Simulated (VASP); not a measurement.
A run of VASP 6.6.1 is set up as follows.

File INCAR:

```
PREC = Accurate
ENCUT = 600
EDIFF = 1E-7
ISMEAR = 0
SIGMA = 0.1
LREAL = F
LASPH = T
NELM = 100
ALGO = Normal
ISIF = 3
LWAVE = F
LCHARG = F
GGA = PE
IBRION = 2
NSW = 100
EDIFFG = -0.01
```

The input KPOINTS:

```
Automatic mesh
0
Gamma
  8 8 8
```

The input POSCAR:

```
Sn3GeSe
1.0
    5.5386233646      0.0000000000      0.0000000000
    0.0000000000      5.5386233646      0.0000000000
    0.0000000000      0.0000000000      5.5386233646
Sn Ge Se
3 1 1
Direct
    0.5000000000      0.5000000000      0.0000000000
    0.0000000000      0.5000000000      0.5000000000
    0.5000000000      0.0000000000      0.5000000000
    0.0000000000      0.0000000000      0.0000000000
    0.5000000000      0.5000000000      0.5000000000
```

Potentials or basis: VASP PAW PBE potentials, release 64 (Sn_d, Ge_d, Se).

Launch:

```sh
$ cat potpaw_PBE.64/Sn_d/POTCAR potpaw_PBE.64/Ge_d/POTCAR potpaw_PBE.64/Se/POTCAR > POTCAR
$ mpirun -np 1 vasp_std > vasp.out
```

Question: Predict the relaxed volume.

Answer: 33.54 Å³/atom.

Question: Estimate the band gap on the k mesh.

Answer: Zero (band 31 reaches 4.60 eV, above the bottom of band 32 at 3.93 eV).

Question: Predict the space group after relaxing (to 0.05 Å).

Answer: Pm-3m (No. 221).

Step by step:
```
step  energy change (eV)  largest force (eV/Å)  pressure (GPa)  volume (Å³)
   1              0.0000                0.0000           -0.42       169.90
   2             -0.0030                0.0000           -0.01       167.71
```

Caveat: spin-orbit coupling is left out, which moves the levels of the heavy elements.
